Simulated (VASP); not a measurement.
HfC:

```xyz
2
Lattice="0.0000 2.3250 2.3250 2.3250 0.0000 2.3250 2.3250 2.3250 0.0000" Properties=species:S:1:pos:R:3 pbc="T T T"
Hf    2.3250    2.3250    2.3250
C     0.0000    0.0000    0.0000
```

- Program: VASP 6.6.1
- Task: relaxation of cell and atoms
- Functional: LDA
- Potentials or basis: VASP PAW LDA potentials, release 64 (Hf_pv, C)
- Cutoff: 600 eV
- k mesh: 8 × 8 × 8
- Occupations: gaussian, width 0.1 eV
- Spin: no spin polarisation

At the start: pressure -11.7 GPa; volume 12.57 Å³/atom.

Problem. How do energy, volume and symmetry change on relaxing?

Solution. Over 3 steps the energy falls by 22.5 meV/atom and the volume is 11.99 Å³/atom (-4.6 %); space group Fm-3m (No. 225, to 0.05 Å).

The path:
```csv
step,energy change (eV),largest force (eV/Å),pressure (GPa),volume (Å³)
1,0.0000,0.0000,-11.68,25.14
2,0.1163,0.0000,27.78,21.95
3,-0.0450,0.0000,-0.36,23.98
```

Final structure:
```cif
data_structure
_symmetry_space_group_name_H-M 'P 1'
_symmetry_Int_Tables_number 1
_cell_length_a 3.2369
_cell_length_b 3.2369
_cell_length_c 3.2369
_cell_angle_alpha 60.000
_cell_angle_beta 60.000
_cell_angle_gamma 60.000
_cell_volume 23.98
loop_
_atom_site_label
_atom_site_type_symbol
_atom_site_fract_x
_atom_site_fract_y
_atom_site_fract_z
_atom_site_occupancy
Hf1 Hf 0.50000 0.50000 0.50000 1
C1 C 0.00000 0.00000 0.00000 1
```
